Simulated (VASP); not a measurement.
# ZrTiN (P4/nmm) in VASP: single point with PBE

Aim: the single point of ZrTiN with PBE.

Program: VASP 6.6.1. These are calculated values, not measurements. Logs are shortened: lines on timing, memory, paths and dates and some standing lists are left out, and cuts for length are marked.

## (1) The cell of the first run

The structure is tetragonal, space group P4/nmm (No. 129). The conventional cell has a = 3.261 Å, b = 3.261 Å, c = 8.003 Å, α = 90.00°, β = 90.00°, γ = 90.00°. Within 3.0 Å of Zr (site symmetry 4mm) lie 5 N at 2.26 to 2.31 Å. Ti (site symmetry 4mm) has 1 N at 2.06 Å and 4 Ti at 2.78 Å within 2.8 Å. N (site symmetry 4mm) has 1 Ti at 2.06 Å and 5 Zr at 2.26 to 2.31 Å within 2.7 Å.

## (2) Single point, PBE

INCAR

```
  PREC = Accurate
  ENCUT = 600
  EDIFF = 1E-6
  ISMEAR = -1
  SIGMA = 0.15
  LREAL = False
  LASPH = True
  NELM = 120
  ALGO = Normal
  ISIF = 2
  LWAVE = False
  LCHARG = False
  GGA = PE
  NBANDS = 38
  GGA_COMPAT = False
```

KPOINTS

```
Automatic mesh
0
Gamma
  12 12 6
```

POSCAR

```
ZrTiN
1.0
    3.2614563784      0.0000000000      0.0000000000
    0.0000000000      3.2614563784      0.0000000000
    0.0000000000      0.0000000000      8.0027764956
Zr Ti N
2 2 2
Direct
    0.0000000000      0.5000000000      0.6369579894
    0.5000000000      0.0000000000      0.3630420106
    0.0000000000      0.5000000000      0.0973574304
    0.5000000000      0.0000000000      0.9026425696
    0.0000000000      0.5000000000      0.3543961549
    0.5000000000      0.0000000000      0.6456038451
```

Potentials or basis: VASP PAW PBE potentials, release 64 (Zr_sv, Ti_sv, N).

Started as:

```
$ cat potpaw_PBE.64/Zr_sv/POTCAR potpaw_PBE.64/Ti_sv/POTCAR potpaw_PBE.64/N/POTCAR > POTCAR
$ mpirun -np 1 vasp_std > vasp.out
```

OUTCAR:

```text
PREC = Accurate
   ENCUT = 600
   EDIFF = 1E-6
   ISMEAR = -1
   LREAL = False
   LASPH = True
   NELM = 120
   ISIF = 2
   GGA = PE

 ion  position               nearest neighbor table
   1  0.000  0.500  0.637-   5 2.26   6 2.31   6 2.31   6 2.31   6 2.31   4 3.14   4 3.14   4 3.14
                             4 3.14   2 3.18   2 3.18   2 3.18   2 3.18
   2  0.500  0.000  0.363-   6 2.26   5 2.31   5 2.31   5 2.31   5 2.31   3 3.14   3 3.14   3 3.14
                             3 3.14   1 3.18   1 3.18   1 3.18   1 3.18
   3  0.000  0.500  0.097-   5 2.06   4 2.78   4 2.78   4 2.78   4 2.78   2 3.14   2 3.14   2 3.14
                             2 3.14
   4  0.500  0.000  0.903-   6 2.06   3 2.78   3 2.78   3 2.78   3 2.78   1 3.14   1 3.14   1 3.14
                             1 3.14
   5  0.000  0.500  0.354-   3 2.06   1 2.26   2 2.31   2 2.31   2 2.31   2 2.31
   6  0.500  0.000  0.646-   4 2.06   2 2.26   1 2.31   1 2.31   1 2.31   1 2.31

  LATTYP: Found a simple tetragonal cell.
 ALAT       =     3.2614563784
 C/A-ratio  =     2.4537432261

  Lattice vectors:

 A1 = (   3.2614563784,   0.0000000000,   0.0000000000)
 A2 = (   0.0000000000,   3.2614563784,   0.0000000000)
 A3 = (   0.0000000000,   0.0000000000,   8.0027764956)

Analysis of symmetry for initial positions (statically):
=====================================================================
 Subroutine PRICEL returns:
 Original cell was already a primitive cell.

 Routine SETGRP: Setting up the symmetry group for a
 simple tetragonal supercell.

 Subroutine GETGRP returns: Found 16 space group operations
 (whereof  8 operations were pure point group operations)
 out of a pool of 16 trial point group operations.

The static configuration has the point symmetry D_2d.
 The point group associated with its full space group is D_4h.

Analysis of symmetry for dynamics (positions and initial velocities):
=====================================================================
 Subroutine PRICEL returns:
 Original cell was already a primitive cell.

 Routine SETGRP: Setting up the symmetry group for a
 simple tetragonal supercell.

 Subroutine GETGRP returns: Found 16 space group operations
 (whereof  8 operations were pure point group operations)
 out of a pool of 16 trial point group operations.

The dynamic configuration has the point symmetry D_2d.
 The point group associated with its full space group is D_4h.

 Subroutine INISYM returns: Found 16 space group operations
 (whereof  8 operations are pure point group operations),
 and found     1 'primitive' translations

----------------------------------------------------------------------------------------

                                     Primitive cell

  volume of cell :      85.1263

  direct lattice vectors                    reciprocal lattice vectors
     3.261456378  0.000000000  0.000000000     0.306611490  0.000000000  0.000000000
     0.000000000  3.261456378  0.000000000     0.000000000  0.306611490  0.000000000
     0.000000000  0.000000000  8.002776496     0.000000000  0.000000000  0.124956632

  length of vectors
     3.261456378  3.261456378  8.002776496     0.306611490  0.306611490  0.124956632

  position of ions in fractional coordinates (direct lattice)
     0.000000000  0.500000000  0.636957989
     0.500000000  0.000000000  0.363042011
     0.000000000  0.500000000  0.097357430
     0.500000000  0.000000000  0.902642570
     0.000000000  0.500000000  0.354396155
     0.500000000  0.000000000  0.645603845

  ion indices of the primitive-cell ions
   primitive index   ion index
                 1           1
                 2           2
                 3           3
                 4           4
                 5           5
                 6           6

----------------------------------------------------------------------------------------

 KPOINTS: Automatic mesh

Automatic generation of k-mesh.
 Grid dimensions read from file:
 generate k-points for:   12   12    6

 Generating k-lattice:

  Cartesian coordinates                     Fractional coordinates (reciprocal lattice)
     0.025550958  0.000000000  0.000000000     0.083333333  0.000000000  0.000000000
     0.000000000  0.025550958  0.000000000     0.000000000  0.083333333  0.000000000
     0.000000000  0.000000000  0.020826105     0.000000000  0.000000000  0.166666667

  Length of vectors
     0.025550958  0.025550958  0.020826105

  Shift w.r.t. Gamma in fractional coordinates (k-lattice)
     0.000000000  0.000000000  0.000000000

 Subroutine IBZKPT returns following result:
 ===========================================

 Found    112 irreducible k-points:

 Following reciprocal coordinates:
            Coordinates               Weight
  0.000000  0.000000  0.000000      1.000000
  0.083333  0.000000  0.000000      4.000000
  0.166667  0.000000  0.000000      4.000000
  0.250000  0.000000  0.000000      4.000000
  0.333333  0.000000  0.000000      4.000000
  0.416667  0.000000  0.000000      4.000000
[... 16 lines left out ...]
  0.333333  0.333333  0.000000      4.000000
  0.416667  0.333333  0.000000      8.000000
 [... further k-points ...]
   k-points           NKPTS =    112   k-points in BZ     NKDIM =    112   number of bands    NBANDS=     38
   number of dos      NEDOS =    301   number of ions     NIONS =      6
   total plane-waves  NPLWV =  50176
   dimension x,y,z NGX =    28 NGY =   28 NGZ =   64
   dimension x,y,z NGXF=    56 NGYF=   56 NGZF=  128
   ions per type =               2   2   2
   NGX,Y,Z   is equivalent  to a cutoff of  14.27, 14.27, 13.30 a.u.
   NGXF,Y,Z  is equivalent  to a cutoff of  28.54, 28.54, 26.59 a.u.
 SYSTEM =  unknown system
   PREC   = accura    normal or accurate (medium, high low for compatibility)
   ISTART =      0    job   : 0-new  1-cont  2-samecut
   ICHARG =      2    charge: 1-file 2-atom 10-const
   ISPIN  =      1    spin polarized calculation?
   LNONCOLLINEAR =      F non collinear calculations
   LSORBIT =      F    spin-orbit coupling
   LASPH  =      T    aspherical Exc in radial PAW
   ENCUT  =  600.0 eV  44.10 Ry    6.64 a.u.   6.51  6.51 15.98*2*pi/ulx,y,z
   NELM   =    120;   NELMIN=  2; NELMDL= -5     # of ELM steps
   EDIFF  = 0.1E-05   stopping-criterion for ELM
   LREAL  =      F    real-space projection
   EDIFFG = 0.1E-04   stopping-criterion for IOM
   NSW    =      0    number of steps for IOM
   IBRION =     -1    ionic relax: 0-MD 1-quasi-New 2-CG
   NFREE  =      0    steps in history (QN), initial steepest desc. (CG)
   ISIF   =      2    stress and relaxation
   ISYM   =      2    0-nonsym 1-usesym 2-fastsym
   POTIM  = 0.5000    time-step for ionic-motion
   TEBEG  =    0.0;   TEEND  =   0.0 temperature during run
   PSTRESS=    0.0 pullay stress
   NELECT =      58.0000    total number of electrons
   NUPDOWN=      -1.0000    fix difference up-down
   EMIN   =  10.00;   EMAX   =-10.00  energy-range for DOS
   EFERMI =   0.00;   METHOD = LEGACY
   ISMEAR =    -1;   SIGMA  =   0.15  broadening in eV -4-tet -1-fermi 0-gaus
   EFERMI_NEDOS =   21; number of points for ismear=-14 and -15
   IALGO  =     38    algorithm
   IMIX   =      4    mixing-type and parameters
     AMIX     =   0.40;   BMIX     =  1.00
     AMIX_MAG =   1.60;   BMIX_MAG =  1.00
  volume/ion in A,a.u.               =      14.19        95.74
  Fermi-wavevector in a.u.,A,eV,Ry     =   1.440554  2.722252 28.234754  2.075196
  Thomas-Fermi vector in A             =   2.559285
   LORBIT       =      0    0 simple, 1 ext, 2 COOP (PROOUT), +10 PAW based schemes
   GGA     = PE    functional components
   LHFCALC =     F    Hartree Fock is set to
   AEXX    =    0.0000 exact exchange contribution
   IVDW    =     0    specifies the selected vdW correction
   LEPSILON=     F    determine dielectric tensor
   LRPA    =     F    only Hartree local field effects (RPA)
 non-spin polarized calculation
  energy-cutoff  :      600.00
  volume of cell :       85.13
 maximum number of plane-waves:      2872
 NGX is ok and might be reduce to    28
   NGX = 13   NGY = 13   NGZ = 31

 number of electron      57.9999999 magnetization

 Free energy of the ion-electron system (eV)
  ---------------------------------------------------
  ext. energy  EPLUGINS =         0.00000000
  ---------------------------------------------------
  free energy    TOTEN  =       -56.88431611 eV

  energy without entropy =      -56.57865817  energy(sigma->0) =      -56.73148714

 E-fermi :   9.7902     XC(G=0): -11.9443

 val. band max:        9.7788674598   @ k =   0.0833   0.0000   0.5000
 cond. band min:       9.7915915184   @ k =   0.2500   0.1667   0.5000
 fundamental gap:      0.0127240586
 Fermi energy:         9.7902362606

 k-point     1 :       0.0000    0.0000    0.0000
  band No.  band energies     occupation
      1     -46.9271      2.00000
      2     -46.7975      2.00000
      3     -39.4060      2.00000
      4     -39.2898      2.00000
      5     -23.3170      2.00000
      6     -23.1670      2.00000
[... 30 lines left out ...]
     37      12.1045      0.00000
     38      12.1045      0.00000

 k-point     2 :       0.0833    0.0000    0.0000
  band No.  band energies     occupation
      1     -46.9242      2.00000
      2     -46.7990      2.00000
      3     -39.4011      2.00000
      4     -39.2888      2.00000
      5     -23.3179      2.00000
      6     -23.1925      2.00000
[... 30 lines left out ...]
     37      12.2214      0.00000
     38      12.5619      0.00000

 k-point     3 :       0.1667    0.0000    0.0000
  band No.  band energies     occupation
      1     -46.9160      2.00000
      2     -46.8037      2.00000
      3     -39.3873      2.00000
      4     -39.2864      2.00000
      5     -23.3211      2.00000
      6     -23.2391      2.00000
[... 30 lines left out ...]
     37      12.5085      0.00000
[... 781 lines left out ...]
 k-point    23 :       0.3333    0.3333    0.0000
  band No.  band energies     occupation
      1     -46.8637      2.00000
      2     -46.8312      2.00000
      3     -39.2970      2.00000
      4     -39.2675      2.00000
      5     -23.3293      2.00000
      6     -23.2905      2.00000
[... 30 lines left out ...]
     37      12.9896      0.00000
     38      13.1815      0.00000

 k-point    24 :       0.4167    0.3333    0.0000
  band No.  band energies     occupation
      1     -46.8541      2.00000
      2     -46.8373      2.00000
      3     -39.2820      2.00000
      4     -39.2667      2.00000
      5     -23.3303      2.00000
      6     -23.3120      2.00000
[... 30 lines left out ...]
     37      13.3913      0.00000
     38      13.6016      0.00000

 [... further k-points ...]

------------------------ aborting loop because EDIFF is reached ----------------------------------------

  FORCE on cell =-STRESS in cart. coord.  units (eV):
  Direction    XX          YY          ZZ          XY          YZ          ZX
  --------------------------------------------------------------------------------------
  -------------------------------------------------------------------------------------
  Total        0.0107138      0.0107138      0.0669293      0.0000000      0.0000000      0.0000000
  in kB        0.2016459      0.2016459      1.2596888      0.0000000      0.0000000      0.0000000
  external PRESSURE =       0.5543269 kB  Pullay stress =       0.0000000 kB

 VOLUME and BASIS-vectors are now :
 -----------------------------------------------------------------------------
  energy-cutoff  :      600.00
  volume of cell :       85.13
      direct lattice vectors                 reciprocal lattice vectors
     3.261456378  0.000000000  0.000000000     0.306611490  0.000000000  0.000000000
     0.000000000  3.261456378  0.000000000     0.000000000  0.306611490  0.000000000
     0.000000000  0.000000000  8.002776496     0.000000000  0.000000000  0.124956632

 POSITION                                       TOTAL-FORCE (eV/Angst)
 -----------------------------------------------------------------------------------
      0.00000      1.63073      5.09743         0.000000     -0.000000      0.016372
      1.63073      0.00000      2.90534         0.000000     -0.000000     -0.016372
      0.00000      1.63073      0.77913         0.000000     -0.000000     -0.033505
      1.63073      0.00000      7.22365         0.000000     -0.000000      0.033505
      0.00000      1.63073      2.83615         0.000000     -0.000000      0.014924
      1.63073      0.00000      5.16662         0.000000      0.000000     -0.014924
 -----------------------------------------------------------------------------------
    total drift:                                0.000000      0.000000      0.000000

  FREE ENERGIE OF THE ION-ELECTRON SYSTEM (eV)
  ---------------------------------------------------
  free  energy   TOTEN  =       -56.8843161131 eV

  energy  without entropy=      -56.5786581672  energy(sigma->0) =      -56.73148714
```

Wall time 9.2 min (1 thread of Oxide Virtual Turin-like, shared host); peak memory 0.46 GiB.

What came out:

| Property | Result |
| --- | --- |
| Free energy | -56.8843 eV |
| Pressure | 0.1 GPa |
| Largest force | 0.034 eV/Å |
| Band gap on the k mesh | zero (bands 29 and 30 overlap by 1.07 eV) |

Forces on the atoms (eV/Å):
```
Zr   0.000  0.000  0.016
Zr   0.000  0.000 -0.016
Ti   0.000  0.000 -0.034
Ti   0.000  0.000  0.034
N    0.000  0.000  0.015
N    0.000  0.000 -0.015
```
